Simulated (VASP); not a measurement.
# Rh in VASP: single point with PBEsol

Aim: the single point of Rh with PBEsol.

Program: VASP 6.6.1. These are calculated values, not measurements. Logs are shortened: lines on timing, memory, paths and dates and some standing lists are left out, and cuts for length are marked.

### Step 1. The cell of the first run

The cell holds a wire or tube with vacuum around it, 17 atoms: a = 17.000 Å, b = 16.900 Å, c = 2.673 Å, α = 90.00°, β = 90.00°, γ = 90.00°.

### Step 2. Single point, PBEsol

The input, INCAR:

```
ALGO = Normal
EDIFF = 1E-6
ENCUT = 400
GGA = PS
GGA_COMPAT = F
ISIF = 2
ISMEAR = 0
LASPH = T
LCHARG = F
LREAL = F
LWAVE = F
NBANDS = 142
NELM = 120
PREC = Accurate
SIGMA = 0.05
```

The input, KPOINTS:

```
k-points
0
Gamma
  1 1 20
```

The input, POSCAR:

```
Rh
1.0
   17.0000000000      0.0000000000      0.0000000000
    0.0000000000     16.9000000000      0.0000000000
    0.0000000000      0.0000000000      2.6728495601
Rh
17
Direct
    0.5000000000      0.7236674614      0.0000000000
    0.5000000000      0.5000000000      0.0000000000
    0.5000000000      0.2763325386      0.0000000000
    0.4213867776      0.6118337307      0.5000000000
    0.4213867776      0.3881662693      0.5000000000
    0.7358396671      0.6118337307      0.5000000000
    0.7358396671      0.3881662693      0.5000000000
    0.2641603329      0.6118337307      0.5000000000
    0.2641603329      0.3881662693      0.5000000000
    0.5786132224      0.6118337307      0.5000000000
    0.5786132224      0.3881662693      0.5000000000
    0.3427735553      0.7236674614      1.0000000000
    0.3427735553      0.5000000000      1.0000000000
    0.3427735553      0.2763325386      1.0000000000
    0.6572264447      0.7236674614      0.0000000000
    0.6572264447      0.5000000000      0.0000000000
    0.6572264447      0.2763325386      0.0000000000
```

Potentials or basis: VASP PAW PBE potentials, release 64 (Rh_pv).

On the command line:

```bash
$ cat potpaw_PBE.64/Rh_pv/POTCAR > POTCAR
$ mpirun -np 1 vasp_std > vasp.out
```

OUTCAR:

```text
EDIFF = 1E-6
   ENCUT = 400
   GGA = PS
   ISIF = 2
   ISMEAR = 0
   LASPH = T
   LREAL = F
   NELM = 120
   PREC = Accurate

 ion  position               nearest neighbor table
   1  0.500  0.724  0.000-  12 2.67  15 2.67   4 2.67  10 2.67   4 2.67  10 2.67
   2  0.500  0.500  0.000-  13 2.67  16 2.67  10 2.67  11 2.67   4 2.67   5 2.67   4 2.67   5 2.67
                            10 2.67  11 2.67
   3  0.500  0.276  0.000-  14 2.67  17 2.67   5 2.67  11 2.67   5 2.67  11 2.67
   4  0.421  0.612  0.500-  12 2.67  13 2.67  12 2.67  13 2.67   8 2.67   1 2.67   2 2.67   2 2.67
                             1 2.67  10 2.67
   5  0.421  0.388  0.500-  13 2.67  14 2.67  13 2.67  14 2.67   9 2.67   2 2.67   3 2.67   3 2.67
                             2 2.67  11 2.67
   6  0.736  0.612  0.500-  10 2.67  15 2.67  16 2.67  15 2.67  16 2.67
   7  0.736  0.388  0.500-  11 2.67  16 2.67  17 2.67  16 2.67  17 2.67
   8  0.264  0.612  0.500-   4 2.67  12 2.67  13 2.67  12 2.67  13 2.67
   9  0.264  0.388  0.500-   5 2.67  13 2.67  14 2.67  13 2.67  14 2.67
  10  0.579  0.612  0.500-  15 2.67  16 2.67  15 2.67  16 2.67   6 2.67   1 2.67   2 2.67   2 2.67
                             1 2.67   4 2.67
  11  0.579  0.388  0.500-  16 2.67  17 2.67  16 2.67  17 2.67   7 2.67   2 2.67   3 2.67   3 2.67
                             2 2.67   5 2.67
  12  0.343  0.724  0.000-   4 2.67   4 2.67   1 2.67   8 2.67   8 2.67
  13  0.343  0.500  0.000-   4 2.67   5 2.67   4 2.67   5 2.67   2 2.67   8 2.67   9 2.67   8 2.67
                             9 2.67
  14  0.343  0.276  0.000-   5 2.67   5 2.67   3 2.67   9 2.67   9 2.67
  15  0.657  0.724  0.000-  10 2.67  10 2.67   1 2.67   6 2.67   6 2.67
  16  0.657  0.500  0.000-  10 2.67  11 2.67  10 2.67  11 2.67   2 2.67   6 2.67   7 2.67   6 2.67
                             7 2.67
  17  0.657  0.276  0.000-  11 2.67  11 2.67   3 2.67   7 2.67   7 2.67

  LATTYP: Found a simple orthorhombic cell.
 ALAT       =     2.6728495601
 B/A-ratio  =     6.3228399579
 C/A-ratio  =     6.3602532121

  Lattice vectors:

 A1 = (   0.0000000000,   0.0000000000,  -2.6728495601)
 A2 = (   0.0000000000,  16.9000000000,   0.0000000000)
 A3 = (  17.0000000000,   0.0000000000,   0.0000000000)

Analysis of symmetry for initial positions (statically):
=====================================================================
 Subroutine PRICEL returns:
 Original cell was already a primitive cell.

 Routine SETGRP: Setting up the symmetry group for a
 simple orthorhombic supercell.

 Subroutine GETGRP returns: Found  8 space group operations
 (whereof  8 operations were pure point group operations)
 out of a pool of  8 trial point group operations.

The static configuration has the point symmetry D_2h.

Analysis of symmetry for dynamics (positions and initial velocities):
=====================================================================
 Subroutine PRICEL returns:
 Original cell was already a primitive cell.

 Routine SETGRP: Setting up the symmetry group for a
 simple orthorhombic supercell.

 Subroutine GETGRP returns: Found  8 space group operations
 (whereof  8 operations were pure point group operations)
 out of a pool of  8 trial point group operations.

The dynamic configuration has the point symmetry D_2h.

 Subroutine INISYM returns: Found  8 space group operations
 (whereof  8 operations are pure point group operations),
 and found     1 'primitive' translations

----------------------------------------------------------------------------------------

                                     Primitive cell

  volume of cell :     767.9097

  direct lattice vectors                    reciprocal lattice vectors
    17.000000000  0.000000000  0.000000000     0.058823529  0.000000000  0.000000000
     0.000000000 16.900000000  0.000000000     0.000000000  0.059171598  0.000000000
     0.000000000  0.000000000  2.672849560     0.000000000  0.000000000  0.374132542

  length of vectors
    17.000000000 16.900000000  2.672849560     0.058823529  0.059171598  0.374132542

  position of ions in fractional coordinates (direct lattice)
     0.500000000  0.723667461  0.000000000
     0.500000000  0.500000000  0.000000000
     0.500000000  0.276332539  0.000000000
     0.421386778  0.611833731  0.500000000
     0.421386778  0.388166269  0.500000000
     0.735839667  0.611833731  0.500000000
[... 9 lines left out ...]
     0.657226445  0.500000000  0.000000000
     0.657226445  0.276332539  0.000000000

  ion indices of the primitive-cell ions
   primitive index   ion index
                 1           1
                 2           2
                 3           3
                 4           4
                 5           5
                 6           6
[... 9 lines left out ...]
                16          16
                17          17

----------------------------------------------------------------------------------------

 KPOINTS: k-points

Automatic generation of k-mesh.
 Grid dimensions read from file:
 generate k-points for:    1    1   20

 Generating k-lattice:

  Cartesian coordinates                     Fractional coordinates (reciprocal lattice)
     0.058823529  0.000000000  0.000000000     1.000000000  0.000000000  0.000000000
     0.000000000  0.059171598  0.000000000     0.000000000  1.000000000  0.000000000
     0.000000000  0.000000000  0.018706627     0.000000000  0.000000000  0.050000000

  Length of vectors
     0.058823529  0.059171598  0.018706627

  Shift w.r.t. Gamma in fractional coordinates (k-lattice)
     0.000000000  0.000000000  0.000000000

 Subroutine IBZKPT returns following result:
 ===========================================

 Found     11 irreducible k-points:

 Following reciprocal coordinates:
            Coordinates               Weight
  0.000000  0.000000  0.000000      1.000000
  0.000000  0.000000  0.050000      2.000000
  0.000000  0.000000  0.100000      2.000000
  0.000000  0.000000  0.150000      2.000000
  0.000000  0.000000  0.200000      2.000000
  0.000000  0.000000  0.250000      2.000000
  0.000000  0.000000  0.300000      2.000000
  0.000000  0.000000  0.350000      2.000000
  0.000000  0.000000  0.400000      2.000000
  0.000000  0.000000  0.450000      2.000000
  0.000000  0.000000  0.500000      1.000000
   k-points           NKPTS =     11   k-points in BZ     NKDIM =     11   number of bands    NBANDS=    142
   number of dos      NEDOS =    301   number of ions     NIONS =     17
   total plane-waves  NPLWV = 225792
   dimension x,y,z NGX =   112 NGY =  112 NGZ =   18
   dimension x,y,z NGXF=   224 NGYF=  224 NGZF=   36
   ions per type =              17
   NGX,Y,Z   is equivalent  to a cutoff of  10.95, 11.02, 11.20 a.u.
   NGXF,Y,Z  is equivalent  to a cutoff of  21.91, 22.03, 22.39 a.u.
 SYSTEM =  unknown system
   PREC   = accura    normal or accurate (medium, high low for compatibility)
   ISTART =      0    job   : 0-new  1-cont  2-samecut
   ICHARG =      2    charge: 1-file 2-atom 10-const
   ISPIN  =      1    spin polarized calculation?
   LNONCOLLINEAR =      F non collinear calculations
   LSORBIT =      F    spin-orbit coupling
   LASPH  =      T    aspherical Exc in radial PAW
   ENCUT  =  400.0 eV  29.40 Ry    5.42 a.u.  27.72 27.56  4.36*2*pi/ulx,y,z
   NELM   =    120;   NELMIN=  2; NELMDL= -5     # of ELM steps
   EDIFF  = 0.1E-05   stopping-criterion for ELM
   LREAL  =      F    real-space projection
   EDIFFG = 0.1E-04   stopping-criterion for IOM
   NSW    =      0    number of steps for IOM
   IBRION =     -1    ionic relax: 0-MD 1-quasi-New 2-CG
   NFREE  =      0    steps in history (QN), initial steepest desc. (CG)
   ISIF   =      2    stress and relaxation
   ISYM   =      2    0-nonsym 1-usesym 2-fastsym
   POTIM  = 0.5000    time-step for ionic-motion
   TEBEG  =    0.0;   TEEND  =   0.0 temperature during run
   PSTRESS=    0.0 pullay stress
   NELECT =     255.0000    total number of electrons
   NUPDOWN=      -1.0000    fix difference up-down
   EMIN   =  10.00;   EMAX   =-10.00  energy-range for DOS
   EFERMI =   0.00;   METHOD = LEGACY
   ISMEAR =     0;   SIGMA  =   0.05  broadening in eV -4-tet -1-fermi 0-gaus
   EFERMI_NEDOS =   21; number of points for ismear=-14 and -15
   IALGO  =     38    algorithm
   IMIX   =      4    mixing-type and parameters
     AMIX     =   0.40;   BMIX     =  1.00
     AMIX_MAG =   1.60;   BMIX_MAG =  1.00
  volume/ion in A,a.u.               =      45.17       304.83
  Fermi-wavevector in a.u.,A,eV,Ry     =   1.133665  2.142317 17.486166  1.285197
  Thomas-Fermi vector in A             =   2.270368
   LORBIT       =      0    0 simple, 1 ext, 2 COOP (PROOUT), +10 PAW based schemes
   GGA     = PS    functional components
   LHFCALC =     F    Hartree Fock is set to
   AEXX    =    0.0000 exact exchange contribution
   IVDW    =     0    specifies the selected vdW correction
   LEPSILON=     F    determine dielectric tensor
   LRPA    =     F    only Hartree local field effects (RPA)
 non-spin polarized calculation
 Gauss-broadening in eV      SIGMA  =   0.05
  energy-cutoff  :      400.00
  volume of cell :      767.91
 maximum number of plane-waves:     14027
 NGX is ok and might be reduce to   112
   NGX = 55   NGY = 55   NGZ =  9

 number of electron     254.9999801 magnetization

 Free energy of the ion-electron system (eV)
  ---------------------------------------------------
  ext. energy  EPLUGINS =         0.00000000
  ---------------------------------------------------
  free energy    TOTEN  =      -121.26316798 eV

  energy without entropy =     -121.21871844  energy(sigma->0) =     -121.24094321

 E-fermi :   0.1473     XC(G=0):  -5.6328

 val. band max:        0.1410168576   @ k =   0.0000   0.0000   0.4500
 cond. band min:       0.1520671559   @ k =   0.0000   0.0000   0.3500
 fundamental gap:      0.0110502982
 Fermi energy:         0.1473472706

 k-point     1 :       0.0000    0.0000    0.0000
  band No.  band energies     occupation
      1     -46.9027      2.00000
      2     -46.8845      2.00000
      3     -46.8505      2.00000
      4     -46.7886      2.00000
      5     -46.7829      2.00000
      6     -46.6883      2.00000
[... 1551 lines left out ...]
    138       2.7712      0.00000
    139       3.1257      0.00000
 [bands above 139 left out]

------------------------ aborting loop because EDIFF is reached ----------------------------------------

  FORCE on cell =-STRESS in cart. coord.  units (eV):
  Direction    XX          YY          ZZ          XY          YZ          ZX
  --------------------------------------------------------------------------------------
  -------------------------------------------------------------------------------------
  Total      -21.7575004    -17.7712377    -26.9974746      0.0000000     -0.0000000      0.0000000
  in kB      -45.3951485    -37.0781550    -56.3279029      0.0000000     -0.0000000      0.0000000
  external PRESSURE =     -46.2670688 kB  Pullay stress =       0.0000000 kB

 VOLUME and BASIS-vectors are now :
 -----------------------------------------------------------------------------
  energy-cutoff  :      400.00
  volume of cell :      767.91
      direct lattice vectors                 reciprocal lattice vectors
    17.000000000  0.000000000  0.000000000     0.058823529  0.000000000  0.000000000
     0.000000000 16.900000000  0.000000000     0.000000000  0.059171598  0.000000000
     0.000000000  0.000000000  2.672849560     0.000000000  0.000000000  0.374132542

 POSITION                                       TOTAL-FORCE (eV/Angst)
 -----------------------------------------------------------------------------------
      8.50000     12.22998      0.00000         0.000000     -0.595959     -0.000000
      8.50000      8.45000      0.00000         0.000000      0.000000     -0.000000
      8.50000      4.67002      0.00000         0.000000      0.595959     -0.000000
      7.16358     10.33999      1.33642        -0.234492      0.324194     -0.000000
      7.16358      6.56001      1.33642        -0.234492     -0.324194     -0.000000
     12.50927     10.33999      1.33642        -1.258093      0.070850      0.000000
[... 9 lines left out ...]
     11.17285      8.45000      0.00000         0.382311      0.000000     -0.000000
     11.17285      4.67002      0.00000        -0.269355      0.944302     -0.000000
 -----------------------------------------------------------------------------------
    total drift:                                0.000000      0.000000     -0.000000

  FREE ENERGIE OF THE ION-ELECTRON SYSTEM (eV)
  ---------------------------------------------------
  free  energy   TOTEN  =      -121.2631679753 eV

  energy  without entropy=     -121.2187184407  energy(sigma->0) =     -121.24094321
```

Wall time 62 min (1 thread of Oxide Virtual Turin-like, shared host); peak memory 0.78 GiB.

Results:

```
Free energy            : -121.2632 eV
Largest force          : 1.260 eV/Å
Band gap on the k mesh : zero (an odd number of electrons rules out a gap without spin polarisation)
```

Forces on the atoms (eV/Å):
```
Rh   0.000 -0.596  0.000
Rh   0.000  0.000  0.000
Rh   0.000  0.596  0.000
Rh  -0.234  0.324  0.000
Rh  -0.234 -0.324  0.000
Rh  -1.258  0.071  0.000
Rh  -1.258 -0.071  0.000
Rh   1.258  0.071  0.000
Rh   1.258 -0.071  0.000
Rh   0.234  0.324  0.000
Rh   0.234 -0.324  0.000
Rh   0.269 -0.944  0.000
Rh  -0.382  0.000  0.000
Rh   0.269  0.944  0.000
Rh  -0.269 -0.944  0.000
Rh   0.382  0.000  0.000
Rh  -0.269  0.944  0.000
```

Caveat: the PAW data sets were made with another functional, which shifts forces and pressure a little.
